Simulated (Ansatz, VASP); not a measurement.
Ta: VASP beside Ansatz

```
Ta
1.0
     0.00000    2.09238    2.09238
     2.09238    0.00000    2.09238
     2.09238    2.09238    0.00000
Ta
1
Direct
  0.00000 0.00000 0.00000
```

Alike in both runs: task relaxation of cell and atoms; functional PBE; k mesh 16 × 16 × 16; occupations fermi-dirac, width 0.05 eV; no spin polarisation.

|  | VASP | Ansatz |
| --- | --- | --- |
| version | VASP 6.6.1 | Ansatz 0.2.0 |
| potentials or method | VASP PAW PBE potentials, release 64 (Ta_pv) | PAW with Ansatz's default frozen-core files, scalar-relativistic |
| plane-wave cutoff (eV) | 600 | 420 |
| valence electrons in the cell | 11 | 13 |

```tsv
	VASP	Ansatz	Ansatz less VASP
relaxed volume (Å³/atom)	18.85	18.85	-0.003
relaxed cell length with the largest relative difference (Å)	2.987	2.987	-0.0002
```

VASP's potentials hold 11 valence electrons a cell and Ansatz's 13, so a difference there can come from the potentials and not from the codes.

Neither program's run includes spin-orbit coupling.
